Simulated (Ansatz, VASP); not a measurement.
# CdTe: VASP beside Ansatz

```xyz
2
Lattice="0.0000 3.3096 3.3096 3.3096 0.0000 3.3096 3.3096 3.3096 0.0000" Properties=species:S:1:pos:R:3 pbc="T T T"
Cd    0.0000    0.0000    0.0000
Te    1.6548    1.6548    1.6548
```

Alike in both runs: functional PBE; k mesh 8 × 8 × 8; occupations gaussian, width 0.02 eV; no spin polarisation.

Ansatz relaxed the structure, and its values are those at the end. VASP's run is a single point on that final structure, the one shown.

|  | VASP | Ansatz |
| --- | --- | --- |
| version | VASP 6.6.1 | Ansatz 0.2.0 |
| potentials or method | VASP PAW PBE potentials, release 64 (Cd, Te), cutoff 500 eV | scalar-relativistic, plane waves, PAW |
| valence electrons in the cell | 18 | 36 |

```tsv
	VASP	Ansatz	Ansatz less VASP
gap on the k mesh at the Fermi level (eV)	0.58	0.58	+0.002
least direct gap on the mesh (eV)	0.58	0.58	+0.002
pressure (GPa)	0.1	0.0	-0.11
```

VASP's potentials hold 18 valence electrons a cell and Ansatz's 36, so a difference there can come from the potentials and not from the codes.

Spin-orbit coupling is off throughout.
